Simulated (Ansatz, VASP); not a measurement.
**Te: VASP beside Ansatz**

```
Te
1.0
     4.47101    0.00000    0.00000
    -2.23550    3.87200    0.00000
     0.00000    0.00000    5.94899
Te
3
Direct
  0.26420 0.00000 0.33333
  0.00000 0.26420 0.66667
  0.73580 0.73580 0.00000
```

Alike in both runs: task single point; functional LDA; k mesh 6 × 6 × 4; no spin polarisation.

|  | VASP | Ansatz |
| --- | --- | --- |
| version | VASP 6.6.1 | Ansatz 0.2.0 |
| potentials or method | VASP PAW LDA potentials, release 64 (Te) | plane waves, PAW |
| plane-wave cutoff (eV) | 520 | 420 |
| occupations | gaussian, width 0.01 eV | fixed |
| valence electrons in the cell | 18 | 48 |

|  | VASP | Ansatz | Ansatz less VASP |
| --- | --- | --- | --- |
| gap on the k mesh at the Fermi level (eV) | 0.10 | 0.12 | +0.021 |
| pressure (GPa) | -1.8 | -2.0 | -0.12 |
| traceless stress, the component that is largest in VASP (GPa) | -0.08 | -0.15 | -0.063 |
| rms of the force components (eV/Å) | 0.083 | 0.065 | -0.0176 |

LDA's correlation is that of Perdew and Zunger in VASP and of Perdew and Wang (1992) in Ansatz. Atom by atom the forces differ by 0.018 eV/Å (rms over components). VASP's potentials hold 18 valence electrons a cell and Ansatz's 48, so a difference there can come from the potentials and not from the codes.

Spin-orbit coupling is off throughout.
